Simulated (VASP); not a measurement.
# Ba (P6_3/mmc) in VASP: notebook

Runs on Ba. Level: PBEsol. Tasks: single point.

All numbers are computed with VASP 6.6.1; they aren't measurements. Logs are shortened: lines on timing, memory, paths and dates and some standing lists are left out, and cuts for length are marked.

## (1) The cell of the first run

The structure is hexagonal, space group P6_3/mmc (No. 194). Conventional cell: a = 4.174 Å, b = 4.174 Å, c = 13.623 Å, α = 90.00°, β = 90.00°, γ = 120.00°. Ba (site symmetry -3m) has 12 Ba at 4.17 Å within 5.5 Å. Ba (site symmetry -6m2) has 12 Ba at 4.17 Å within 5.5 Å.

This isn't the form of Ba at room conditions, which is bcc.

## (2) Single point, PBEsol (51.39 Å³/atom)

INCAR reads:

```
SYSTEM = Ba
PREC = Accurate
ENCUT = 520
EDIFF = 1E-6
ISMEAR = -1
SIGMA = 0.1
LREAL = .FALSE.
LASPH = .TRUE.
NELM = 60
ALGO = Normal
ISIF = 2
LWAVE = .FALSE.
LCHARG = .TRUE.
GGA = PS
LELF = .TRUE.
LVHAR = .TRUE.
NBANDS = 28
```

KPOINTS reads:

```
Automatic mesh
0
G
  10 10 3
  0 0 0
```

POSCAR reads:

```
Ba
1.0
    4.1742553573      0.0000000000      0.0000000000
   -2.0871276786      3.6150111813      0.0000000000
    0.0000000000      0.0000000000     13.6225083306
Ba
4
Direct
    1.0000000000      0.0000000000      1.0000000000
    1.0000000000      0.0000000000      0.5000000000
    0.3333333333      0.6666666667      0.2500000000
    0.6666666667      0.3333333333      0.7500000000
```

Potentials or basis: VASP PAW PBE potentials, release 64 (Ba_sv).

Launch:

```bash
cat potpaw_PBE.64/Ba_sv/POTCAR > POTCAR
mpirun -np 1 vasp_std > vasp.out
```

OUTCAR:

```text
SYSTEM = Ba
   PREC = Accurate
   ENCUT = 520
   EDIFF = 1E-6
   ISMEAR = -1
   LREAL = .FALSE.
   LASPH = .TRUE.
   NELM = 60
   ISIF = 2
   GGA = PS

 ion  position               nearest neighbor table
   1  0.000  0.000  0.000-   3 4.17   4 4.17   3 4.17   4 4.17   4 4.17   3 4.17
   2  0.000  0.000  0.500-   3 4.17   4 4.17   3 4.17   4 4.17   4 4.17   3 4.17
   3  0.333  0.667  0.250-   1 4.17   2 4.17   1 4.17   2 4.17   1 4.17   2 4.17
   4  0.667  0.333  0.750-   1 4.17   2 4.17   1 4.17   2 4.17   1 4.17   2 4.17

  LATTYP: Found a hexagonal cell.
 ALAT       =     4.1742553573
 C/A-ratio  =     3.2634583092

  Lattice vectors:

 A1 = (   4.1742553573,   0.0000000000,   0.0000000000)
 A2 = (  -2.0871276786,   3.6150111813,   0.0000000000)
 A3 = (   0.0000000000,   0.0000000000,  13.6225083306)

Analysis of symmetry for initial positions (statically):
=====================================================================
 Subroutine PRICEL returns:
 Original cell was already a primitive cell.

 Routine SETGRP: Setting up the symmetry group for a
 hexagonal supercell.

 Subroutine GETGRP returns: Found 24 space group operations
 (whereof 12 operations were pure point group operations)
 out of a pool of 24 trial point group operations.

The static configuration has the point symmetry D_3d.
 The point group associated with its full space group is D_6h.

Analysis of symmetry for dynamics (positions and initial velocities):
=====================================================================
 Subroutine PRICEL returns:
 Original cell was already a primitive cell.

 Routine SETGRP: Setting up the symmetry group for a
 hexagonal supercell.

 Subroutine GETGRP returns: Found 24 space group operations
 (whereof 12 operations were pure point group operations)
 out of a pool of 24 trial point group operations.

The dynamic configuration has the point symmetry D_3d.
 The point group associated with its full space group is D_6h.

 Subroutine INISYM returns: Found 24 space group operations
 (whereof 12 operations are pure point group operations),
 and found     1 'primitive' translations

----------------------------------------------------------------------------------------

                                     Primitive cell

  volume of cell :     205.5634

  direct lattice vectors                    reciprocal lattice vectors
     4.174255357  0.000000000  0.000000000     0.239563686  0.138312159  0.000000000
    -2.087127679  3.615011181  0.000000000     0.000000000  0.276624317  0.000000000
     0.000000000  0.000000000 13.622508331     0.000000000  0.000000000  0.073407920

  length of vectors
     4.174255357  4.174255357 13.622508331     0.276624317  0.276624317  0.073407920

  position of ions in fractional coordinates (direct lattice)
     0.000000000  0.000000000  0.000000000
     0.000000000  0.000000000  0.500000000
     0.333333333  0.666666667  0.250000000
     0.666666667  0.333333333  0.750000000

  ion indices of the primitive-cell ions
   primitive index   ion index
                 1           1
                 2           2
                 3           3
                 4           4

----------------------------------------------------------------------------------------

 KPOINTS: Automatic mesh

Automatic generation of k-mesh.
 Grid dimensions read from file:
 generate k-points for:   10   10    3

 Generating k-lattice:

  Cartesian coordinates                     Fractional coordinates (reciprocal lattice)
     0.023956369  0.013831216  0.000000000     0.100000000  0.000000000  0.000000000
     0.000000000  0.027662432  0.000000000     0.000000000  0.100000000  0.000000000
     0.000000000  0.000000000  0.024469307     0.000000000  0.000000000  0.333333333

  Length of vectors
     0.027662432  0.027662432  0.024469307

  Shift w.r.t. Gamma in fractional coordinates (k-lattice)
     0.000000000  0.000000000  0.000000000

 Subroutine IBZKPT returns following result:
 ===========================================

 Found     28 irreducible k-points:

 Following reciprocal coordinates:
            Coordinates               Weight
  0.000000  0.000000  0.000000      1.000000
  0.100000  0.000000  0.000000      6.000000
  0.200000  0.000000  0.000000      6.000000
  0.300000  0.000000  0.000000      6.000000
  0.400000  0.000000  0.000000      6.000000
  0.500000 -0.000000  0.000000      3.000000
[... 16 lines left out ...]
  0.300000  0.100000  0.333333     24.000000
  0.400000  0.100000  0.333333     24.000000
 [... further k-points ...]
   k-points           NKPTS =     28   k-points in BZ     NKDIM =     28   number of bands    NBANDS=     28
   number of dos      NEDOS =    301   number of ions     NIONS =      4
   total plane-waves  NPLWV = 110592
   dimension x,y,z NGX =    32 NGY =   32 NGZ =  108
   dimension x,y,z NGXF=    64 NGYF=   64 NGZF=  216
   ions per type =               4
   NGX,Y,Z   is equivalent  to a cutoff of  12.74, 12.74, 13.18 a.u.
   NGXF,Y,Z  is equivalent  to a cutoff of  25.49, 25.49, 26.36 a.u.
 SYSTEM =  Ba
   PREC   = accura    normal or accurate (medium, high low for compatibility)
   ISTART =      0    job   : 0-new  1-cont  2-samecut
   ICHARG =      2    charge: 1-file 2-atom 10-const
   ISPIN  =      1    spin polarized calculation?
   LNONCOLLINEAR =      F non collinear calculations
   LSORBIT =      F    spin-orbit coupling
   LASPH  =      T    aspherical Exc in radial PAW
   ENCUT  =  520.0 eV  38.22 Ry    6.18 a.u.   7.76  7.76 25.33*2*pi/ulx,y,z
   NELM   =     60;   NELMIN=  2; NELMDL= -5     # of ELM steps
   EDIFF  = 0.1E-05   stopping-criterion for ELM
   LREAL  =      F    real-space projection
   EDIFFG = 0.1E-04   stopping-criterion for IOM
   NSW    =      0    number of steps for IOM
   IBRION =     -1    ionic relax: 0-MD 1-quasi-New 2-CG
   NFREE  =      0    steps in history (QN), initial steepest desc. (CG)
   ISIF   =      2    stress and relaxation
   ISYM   =      2    0-nonsym 1-usesym 2-fastsym
   POTIM  = 0.5000    time-step for ionic-motion
   TEBEG  =    0.0;   TEEND  =   0.0 temperature during run
   PSTRESS=    0.0 pullay stress
   NELECT =      40.0000    total number of electrons
   NUPDOWN=      -1.0000    fix difference up-down
   EMIN   =  10.00;   EMAX   =-10.00  energy-range for DOS
   EFERMI =   0.00;   METHOD = LEGACY
   ISMEAR =    -1;   SIGMA  =   0.10  broadening in eV -4-tet -1-fermi 0-gaus
   EFERMI_NEDOS =   21; number of points for ismear=-14 and -15
   IALGO  =     38    algorithm
   IMIX   =      4    mixing-type and parameters
     AMIX     =   0.40;   BMIX     =  1.00
     AMIX_MAG =   1.60;   BMIX_MAG =  1.00
  volume/ion in A,a.u.               =      51.39       346.80
  Fermi-wavevector in a.u.,A,eV,Ry     =   0.948665  1.792717 12.244773  0.899965
  Thomas-Fermi vector in A             =   2.076875
   LORBIT       =      0    0 simple, 1 ext, 2 COOP (PROOUT), +10 PAW based schemes
   GGA     = PS    functional components
   LHFCALC =     F    Hartree Fock is set to
   AEXX    =    0.0000 exact exchange contribution
   IVDW    =     0    specifies the selected vdW correction
   LEPSILON=     F    determine dielectric tensor
   LRPA    =     F    only Hartree local field effects (RPA)
 non-spin polarized calculation
  energy-cutoff  :      520.00
  volume of cell :      205.56
 maximum number of plane-waves:      5577
 NGX is ok and might be reduce to    32
   NGX = 15   NGY = 15   NGZ = 51

 number of electron      39.9999998 magnetization

 Free energy of the ion-electron system (eV)
  ---------------------------------------------------
  ext. energy  EPLUGINS =         0.00000000
  ---------------------------------------------------
  free energy    TOTEN  =        -8.50969943 eV

  energy without entropy =       -8.29808972  energy(sigma->0) =       -8.40389457

 E-fermi :   2.2780     XC(G=0):  -8.1981

 val. band max:        2.2644675474   @ k =   0.3000   0.3000   0.3333
 cond. band min:       2.2824706072   @ k =   0.3000   0.2000   0.0000
 fundamental gap:      0.0180030599
 Fermi energy:         2.2780067978

 k-point     1 :       0.0000    0.0000    0.0000
  band No.  band energies     occupation
      1     -26.2664      2.00000
      2     -26.2248      2.00000
      3     -26.2098      2.00000
      4     -26.1675      2.00000
      5     -11.9104      2.00000
      6     -11.5014      2.00000
[... 20 lines left out ...]
     27       4.1658      0.00000
     28       4.2431      0.00000

 k-point     2 :       0.1000    0.0000    0.0000
  band No.  band energies     occupation
      1     -26.2582      2.00000
      2     -26.2187      2.00000
      3     -26.2037      2.00000
      4     -26.1634      2.00000
      5     -11.8832      2.00000
      6     -11.5089      2.00000
[... 20 lines left out ...]
     27       4.2670      0.00000
     28       4.3098      0.00000

 k-point     3 :       0.2000    0.0000    0.0000
  band No.  band energies     occupation
      1     -26.2363      2.00000
      2     -26.2026      2.00000
      3     -26.1876      2.00000
      4     -26.1534      2.00000
      5     -11.8077      2.00000
      6     -11.5609      2.00000
[... 20 lines left out ...]
     27       4.3648      0.00000
     28       4.6061      0.00000

 k-point     4 :       0.3000    0.0000    0.0000
  band No.  band energies     occupation
      1     -26.2075      2.00000
      2     -26.1826      2.00000
      3     -26.1676      2.00000
      4     -26.1424      2.00000
      5     -11.7325      2.00000
      6     -11.6988      2.00000
[... 578 lines left out ...]
     27       4.1162      0.00000
     28       4.2213      0.00000

 k-point    23 :       0.3000    0.1000    0.3333
  band No.  band energies     occupation
      1     -26.1868      2.00000
      2     -26.1784      2.00000
      3     -26.1492      2.00000
      4     -26.1407      2.00000
      5     -11.7694      2.00000
      6     -11.7289      2.00000
[... 20 lines left out ...]
     27       3.9969      0.00000
     28       4.1506      0.00000

 k-point    24 :       0.4000    0.1000    0.3333
  band No.  band energies     occupation
      1     -26.1683      2.00000
      2     -26.1635      2.00000
      3     -26.1415      2.00000
      4     -26.1367      2.00000
      5     -11.8443      2.00000
      6     -11.8309      2.00000
[... 20 lines left out ...]
     27       4.0935      0.00000
     28       4.3972      0.00000

 [... further k-points ...]

------------------------ aborting loop because EDIFF is reached ----------------------------------------

  FORCE on cell =-STRESS in cart. coord.  units (eV):
  Direction    XX          YY          ZZ          XY          YZ          ZX
  --------------------------------------------------------------------------------------
  -------------------------------------------------------------------------------------
  Total        1.8233028      1.8233028      1.7623850      0.0000000      0.0000000     -0.0000000
  in kB       14.2109677     14.2109677     13.7361691      0.0000000      0.0000000     -0.0000000
  external PRESSURE =      14.0527015 kB  Pullay stress =       0.0000000 kB

 VOLUME and BASIS-vectors are now :
 -----------------------------------------------------------------------------
  energy-cutoff  :      520.00
  volume of cell :      205.56
      direct lattice vectors                 reciprocal lattice vectors
     4.174255357  0.000000000  0.000000000     0.239563686  0.138312159  0.000000000
    -2.087127679  3.615011181  0.000000000     0.000000000  0.276624317  0.000000000
     0.000000000  0.000000000 13.622508331     0.000000000  0.000000000  0.073407920

 POSITION                                       TOTAL-FORCE (eV/Angst)
 -----------------------------------------------------------------------------------
      0.00000      0.00000      0.00000        -0.000000      0.000000     -0.000000
      0.00000      0.00000      6.81125        -0.000000      0.000000     -0.000000
     -0.00000      2.41001      3.40563        -0.000000      0.000000      0.000000
      2.08713      1.20500     10.21688         0.000000     -0.000000     -0.000000
 -----------------------------------------------------------------------------------
    total drift:                               -0.000000      0.000000     -0.000000

  FREE ENERGIE OF THE ION-ELECTRON SYSTEM (eV)
  ---------------------------------------------------
  free  energy   TOTEN  =        -8.5096994256 eV

  energy  without entropy=       -8.2980897152  energy(sigma->0) =       -8.40389457
```

Run time: 90 s. Hardware: 1 thread of AMD EPYC 9R45 (Zen 5), shared host; peak memory 0.35 GiB.

What came out:

| Property | Result |
| --- | --- |
| Free energy | -8.5097 eV |
| Pressure | 1.4 GPa |
| Band gap on the k mesh | zero (bands 20 and 21 overlap by 0.36 eV) |

Levels at points of the mesh, in eV from the Fermi level:
```
           k point  band 16  band 17  band 18  band 19  band 20  band 21  band 22  band 23  band 24  band 25
(0.00, 0.00, 0.00)   -13.31    -2.84    -1.70    -1.69    -1.06     1.16     1.19     1.80     1.82     1.82
(0.50, 0.00, 0.00)   -13.42    -1.06    -1.06    -0.66    -0.39     0.08     0.20     0.35     1.06     1.27
```

Caveat: the PAW data sets were made with another functional, which shifts forces and pressure a little; spin-orbit coupling is left out, which moves the levels of the heavy elements.

## (3) Single point, PBEsol (53.73 Å³/atom)

This run uses another cell than the first one, of 53.73 Å³/atom.

INCAR reads:

```
SYSTEM = Ba
PREC = Accurate ; ENCUT = 520
EDIFF = 1E-6 ; ISMEAR = -1
SIGMA = 0.1 ; LREAL = .False.
LASPH = .True. ; NELM = 100
ALGO = Normal ; ISIF = 2
LWAVE = .False. ; LCHARG = .True.
GGA = PS ; LELF = .True.
LVHAR = .True. ; NBANDS = 28
```

KPOINTS reads:

```
Automatic mesh
0
Gamma
  10 10 3
  0 0 0
```

POSCAR reads:

```
Ba
1.0
    4.2365668626      0.0000000000      0.0000000000
   -2.1182834313      3.6689745278      0.0000000000
    0.0000000000      0.0000000000     13.8258593305
Ba
4
Direct
    1.0000000000      0.0000000000      1.0000000000
    1.0000000000      0.0000000000      0.5000000000
    0.3333333333      0.6666666667      0.2500000000
    0.6666666667      0.3333333333      0.7500000000
```

Potentials or basis: VASP PAW PBE potentials, release 64 (Ba_sv).

Launch:

```bash
cat potpaw_PBE.64/Ba_sv/POTCAR > POTCAR
mpirun -np 1 vasp_std > vasp.out
```

Wall time 90 s (1 thread of AMD EPYC 9R45 (Zen 5), shared host); peak memory 0.35 GiB.

It converged, with:

```
Free energy            : -8.5769 eV
Pressure               : 0.9 GPa
Band gap on the k mesh : zero (bands 20 and 21 overlap by 0.31 eV)
```

Levels at points of the mesh, in eV from the Fermi level:
| k point | band 17 | band 18 | band 19 | band 20 | band 21 | band 22 | band 23 | band 24 |
| --- | --- | --- | --- | --- | --- | --- | --- | --- |
| (0.00, 0.00, 0.00) | -2.85 | -1.74 | -1.73 | -1.04 | 1.12 | 1.15 | 1.62 | 1.78 |
| (0.50, 0.00, 0.00) | -1.03 | -1.01 | -0.62 | -0.39 | 0.09 | 0.17 | 0.33 | 1.04 |

Caveat: the PAW data sets were made with another functional, which shifts forces and pressure a little; spin-orbit coupling is left out, which moves the levels of the heavy elements.
